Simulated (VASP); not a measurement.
Crystal: TiSe2 (base).

```
CELL_PARAMETERS angstrom
3.53600 0.00000 0.00000
-1.76800 3.06227 0.00000
0.00000 0.00000 6.00400
ATOMIC_POSITIONS crystal
Ti 0.00000 0.00000 0.00000
Se 0.33333 0.66667 0.25520
Se 0.66667 0.33333 0.74480
```

| Quantity | Value |
| --- | --- |
| Program | VASP 6.6.1 |
| Task | relaxation of cell and atoms |
| Functional | PBE |
| Dispersion | D3(BJ) |
| Potentials or basis | VASP PAW PBE potentials, release 64 (Ti_sv, Se) |
| Cutoff | 500 eV |
| k mesh | 15 × 15 × 8 |
| Occupations | gaussian, width 0.1 eV |
| Spin | no spin polarisation |

At the start: pressure -1.6 GPa; volume 21.67 Å³/atom.

**Question.** How do energy, volume and symmetry change on relaxing?

**Answer.** Over 15 steps the energy falls by 7.5 meV/atom and the volume is 20.55 Å³/atom (-5.1 %); space group P-3m1 (No. 164, to 0.05 Å).

The path:
| step | energy change (eV) | largest force (eV/Å) | pressure (GPa) | volume (Å³) |
| --- | --- | --- | --- | --- |
| 1 | 0.0000 | 0.1000 | -1.57 | 65.01 |
| 2 | -0.0092 | 0.3348 | 0.77 | 63.04 |
| 3 | -0.0096 | 0.2942 | 0.37 | 63.36 |
| 4 | -0.0164 | 0.1406 | 0.07 | 62.94 |
| 5 | -0.0174 | 0.0541 | -0.08 | 62.70 |
| 6 | -0.0191 | 0.0421 | -0.11 | 62.53 |
| 7 | -0.0223 | 0.0040 | -0.17 | 62.01 |
| 8 | -0.0225 | 0.0136 | -0.18 | 61.79 |
| 9 | -0.0225 | 0.0110 | -0.17 | 61.82 |
| 10 | -0.0222 | 0.0581 | 0.43 | 61.39 |
| 11 | -0.0226 | 0.0088 | 0.01 | 61.69 |
| 12 | -0.0226 | 0.0075 | -0.01 | 61.70 |
| 13 | -0.0226 | 0.0080 | -0.01 | 61.70 |
| 14 | -0.0226 | 0.0084 | -0.01 | 61.70 |
| 15 | -0.0226 | 0.0014 | 0.00 | 61.66 |

Final structure:
```xyz
3
Lattice="3.4821 0.0000 0.0000 -1.7410 3.0156 0.0000 0.0000 0.0000 5.8725" Properties=species:S:1:pos:R:3 pbc="T T T"
Ti    0.0000    0.0000    0.0000
Se    0.0000    2.0104    1.5550
Se    1.7410    1.0052    4.3176
```
